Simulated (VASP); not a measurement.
**HgTe: single point with PBEsol+D3(BJ)**

Crystal: HgTe.

```
Hg Te
1.0
    -3.04560    3.04560    1.55941
     3.04560   -3.04560    1.55941
     3.04560    3.04560   -1.55941
Hg Te
1 1
Direct
  0.75000 0.25000 0.50000
  0.00000 0.00000 0.00000
```

| Property | Result |
| --- | --- |
| Program | VASP 6.6.1 |
| Task | single point |
| Functional | PBEsol |
| Dispersion | D3(BJ) |
| Potentials or basis | VASP PAW PBE potentials, release 64 (Hg, Te) |
| Cutoff | 520 eV |
| k mesh | 10 × 10 × 10 |
| Occupations | fermi-dirac, width 0.05 eV |
| Spin | no spin polarisation |
| Dipole correction | no |
| Further INCAR settings | ALGO = Normal; EDIFF = 1e-06; NBANDS = 16 |

```yaml
Pressure: -5.5 GPa
Band_gap_on_the_k_mesh: zero (bands 9 and 10 overlap by 3.39 eV)
Dispersion_energy_per_atom: -0.406 eV
```

Stress tensor (GPa, compression positive):
```
-6.90  0.00  0.00
 0.00 -6.90  0.00
 0.00  0.00 -2.70
```

Levels at points of the mesh, in eV from the Fermi level:
| k point | band 6 | band 7 | band 8 | band 9 | band 10 | band 11 | band 12 | band 13 |
| --- | --- | --- | --- | --- | --- | --- | --- | --- |
| (0.00, 0.00, 0.00) | -6.15 | -3.45 | -2.39 | -2.39 | 3.53 | 4.60 | 6.90 | 6.90 |
| (0.50, 0.00, 0.00) | -6.15 | -4.48 | -1.90 | -1.04 | -0.14 | 3.22 | 3.80 | 5.89 |
| (0.50, 0.50, 0.00) | -6.10 | -6.04 | -0.84 | 1.51 | 1.95 | 2.90 | 3.47 | 8.84 |
| (0.50, 0.50, 0.50) | -6.09 | -4.38 | -4.29 | -4.29 | 3.20 | 7.35 | 8.03 | 8.03 |

It took 61 s on 1 thread of AMD EPYC 9R45 96-Core Processor (Zen 5), with other jobs on the host, peak memory 0.25 GiB.

Caveat: three body term missing; the cell stands under tension; the PAW data sets were made with another functional, which shifts forces and pressure a little; spin-orbit coupling is left out, which moves the levels of the heavy elements.
